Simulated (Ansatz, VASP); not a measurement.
## One calculation of Au, two programs

```
Au
1.0
     0.00000    2.02383    2.02383
     2.02383    0.00000    2.02383
     2.02383    2.02383    0.00000
Au
1
Direct
  0.00000 0.00000 0.00000
```

Alike in both runs: functional LDA; k mesh 14 × 14 × 14; occupations gaussian, width 0.1 eV; no spin polarisation.

Ansatz relaxed the structure, and its values are those at the end. VASP's run is a single point on that final structure, the one shown.

|  | VASP | Ansatz |
| --- | --- | --- |
| version | VASP 6.6.1 | Ansatz 0.2.0 |
| potentials or method | VASP PAW LDA potentials, release 64 (Au), cutoff 500 eV | scalar-relativistic, plane waves, PAW |
| valence electrons in the cell | 11 | 19 |

Ansatz gave:

| Quantity | Value |
| --- | --- |
| gap on the k mesh at the Fermi level (eV) | none |
| pressure (GPa) | 0.0 |

**Question.** Which values does VASP return?

**Answer.** gap on the k mesh at the Fermi level (eV): none; pressure (GPa): 0.5.

Ansatz warns that its potentials were made for another functional, while VASP's fit it. LDA's correlation is that of Perdew and Zunger in VASP and of Perdew and Wang (1992) in Ansatz. A gap of «none» marks a metal or a gap that the smearing closes. VASP's potentials hold 11 valence electrons a cell and Ansatz's 19, so a difference there can come from the potentials and not from the codes.

Spin-orbit coupling is off throughout.
